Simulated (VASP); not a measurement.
Pd:

```xyz
1
Lattice="0.0000 1.9449 1.9449 1.9449 0.0000 1.9449 1.9449 1.9449 0.0000" Properties=species:S:1:pos:R:3 pbc="T T T"
Pd    0.0000    0.0000    0.0000
```

Base run:

| Item | Value |
| --- | --- |
| Program | VASP 6.6.1 |
| Functional | PBE |
| Potentials or basis | VASP PAW PBE potentials, release 64 (Pd) |
| Cutoff | 520 eV |
| k mesh | 18 × 18 × 18 |
| Occupations | fermi-dirac, width 0.05 eV |
| Spin | no spin polarisation |

Its results: band gap on the k mesh zero (band 5 reaches 10.12 eV, above the bottom of band 6 at 8.53 eV); pressure 7.3 GPa.

**Question.** The run is repeated on the same cell with these changes: functional from PBE to r2SCAN. What comes out?

**Answer.** Band gap on the k mesh zero (band 5 reaches 9.96 eV, above the bottom of band 6 at 8.28 eV); pressure 3.4 GPa.

Caveats: the PAW data sets were made with another functional, which shifts forces and pressure a little (some runs).
